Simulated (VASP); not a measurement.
Wanted: the native input for a VASP 6.6.1 run.

```yaml
Task: single point
Functional: PBE
Potentials_or_basis: VASP PAW PBE potentials, release 64 (Hf_pv, C)
Cutoff: 520 eV
k_mesh: 12 × 12 × 12
Occupations: gaussian, width 0.05 eV
Spin: no spin polarisation
Dipole_correction: no
Further_INCAR_settings: ALGO = Normal; EDIFF = 1e-07; NBANDS = 14
```

The structure of HfC lies in POSCAR:

```
HfC
1.0
    0.0000000000      2.4749939963      2.4749939963
    2.4749939963      0.0000000000      2.4749939963
    2.4749939963      2.4749939963      0.0000000000
Hf C
1 1
Direct
    0.0000000000      0.0000000000      0.0000000000
    0.2500000000      0.2500000000      0.2500000000
```

This cell differs from its parent crystal: volume scaled by 0.945.

These files were run (other wordings do the same):

INCAR

```
SYSTEM = HfC
ALGO = Normal
EDIFF = 1E-7
ENCUT = 520
GGA = PE
ISIF = 2
ISMEAR = 0
LASPH = .True.
LCHARG = .False.
LREAL = .False.
LWAVE = .False.
NBANDS = 14
NELM = 80
PREC = Accurate
SIGMA = 0.05
```

KPOINTS

```
k-points
0
Gamma
  12 12 12
  0 0 0
```

Potentials or basis: VASP PAW PBE potentials, release 64 (Hf_pv, C).

Command:

```console
$ cat potpaw_PBE.64/Hf_pv/POTCAR potpaw_PBE.64/C/POTCAR > POTCAR
$ mpirun -np 1 vasp_std > vasp.out
```

It gave:

| Quantity | Value |
| --- | --- |
| Pressure | 9.5 GPa |
| Band gap on the k mesh | 0.24 eV, direct |

Caveat: spin-orbit coupling is left out, which moves the levels of the heavy elements.

Wall time 29 s on 1 thread of Intel Xeon 6975P-C, with other jobs on the host, peak memory 0.18 GiB.
